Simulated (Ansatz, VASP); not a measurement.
**Rh in VASP and in Ansatz**

```xyz
2
Lattice="2.6704 0.0000 0.0000 -1.3352 2.3126 0.0000 0.0000 0.0000 4.4553" Properties=species:S:1:pos:R:3 pbc="T T T"
Rh    1.3352    0.7709    3.3415
Rh    0.0000    1.5418    1.1138
```

Alike in both runs: task single point; functional PBE; k mesh 18 × 18 × 10; occupations gaussian, width 0.15 eV; no spin polarisation.

|  | VASP | Ansatz |
| --- | --- | --- |
| version | VASP 6.6.1 | Ansatz 0.2.0 |
| potentials or method | VASP PAW PBE potentials, release 64 (Rh_pv), cutoff 520 eV | scalar-relativistic, plane waves, PAW |
| valence electrons in the cell | 30 | 34 |

```tsv
	VASP	Ansatz	Ansatz less VASP
gap on the k mesh at the Fermi level (eV)	none	none	-
pressure (GPa)	7.1	7.0	-0.11
traceless stress, the component that is largest in VASP (GPa)	-6.30	-6.29	+0.007
```

A gap of «none» marks a metal or a gap that the smearing closes. The functional is the same, so the differences come from potentials, cutoffs and numerics. VASP's potentials hold 30 valence electrons a cell and Ansatz's 34, so a difference there can come from the potentials and not from the codes.
